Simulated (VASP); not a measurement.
Runs of VASP 6.6.1 on NbP. The structure is that of space group I4_1md (No. 109), or close to it. The cells are those of the table. 

```csv
cell,gap on the mesh (eV),pressure (GPa),largest force (eV/Å)
"a = 6.291 Å, angles 148.7, 148.7, 44.8°, 4 atoms",none,-8.1,-
"a = 6.210 Å, angles 148.7, 148.7, 44.8°, 4 atoms",none,(a),0.02
"a = 6.126 Å, angles 148.7, 148.7, 44.8°, 4 atoms",none,(b),0.03
"a = 6.449 Å, angles 148.7, 148.7, 44.8°, 4 atoms",none,-17.7,0.02
"a = 6.371 Å, angles 148.7, 148.7, 44.8°, 4 atoms",none,-13.4,0.01
```

Alike in all rows: task single point; level PBE; potentials or basis VASP PAW PBE potentials, release 64 (Nb_sv, P); no spin polarisation; k mesh 11 × 11 × 11; cutoff (eV) 520; smearing methfessel-paxton 0.15 eV.

Question: Estimate the missing entries.

Answer: (a) -1.5; (b) 6.7.

Caveats: the cell stands under tension (at least some runs); the cell stands under pressure (at least some runs).

A k mesh can miss the band edges, and the runs leave out spin-orbit coupling on Nb.

A gap of «none» marks levels without a gap at the run's occupations.
